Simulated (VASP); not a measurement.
TiNi, 2 atoms in the cell. The structure is cubic, space group Pm-3m (No. 221). Conventional cell: a = 2.941 Å, b = 2.941 Å, c = 2.941 Å, α = 90.00°, β = 90.00°, γ = 90.00°. Within 3.4 Å of Ti (site symmetry m-3m) lie 8 Ni at 2.55 Å and 6 Ti at 2.94 Å. Within 3.4 Å of Ni (site symmetry m-3m) lie 8 Ti at 2.55 Å and 6 Ni at 2.94 Å.  This cell differs from its parent crystal: volume scaled by 0.97.

- Program: VASP 6.6.1
- Task: single point
- Functional: PBEsol
- Potentials or basis: VASP PAW PBE potentials, release 64 (Ti_sv, Ni)
- Cutoff: 520 eV
- k mesh: 14 × 14 × 14
- Occupations: gaussian, width 0.1 eV
- Spin: no spin polarisation
- Dipole correction: no
- Further INCAR settings: ALGO = Normal; EDIFF = 1e-06; NBANDS = 18

Potentials or basis: VASP PAW PBE potentials, release 64 (Ti_sv, Ni).

Launch:

```console
$ cat potpaw_PBE.64/Ti_sv/POTCAR potpaw_PBE.64/Ni/POTCAR > POTCAR
$ mpirun -np 1 vasp_std > vasp.out
```

Hardware: 1 thread of Intel(R) Xeon(R) 6975P-C (Granite Rapids), with other jobs on the host.

Q: How long does it take, and how much memory?

A: Run time: 18 s on 1 thread of Intel(R) Xeon(R) 6975P-C (Granite Rapids), on a shared host, peak memory 0.18 GiB. Counts: scf iterations 15, k points 120.
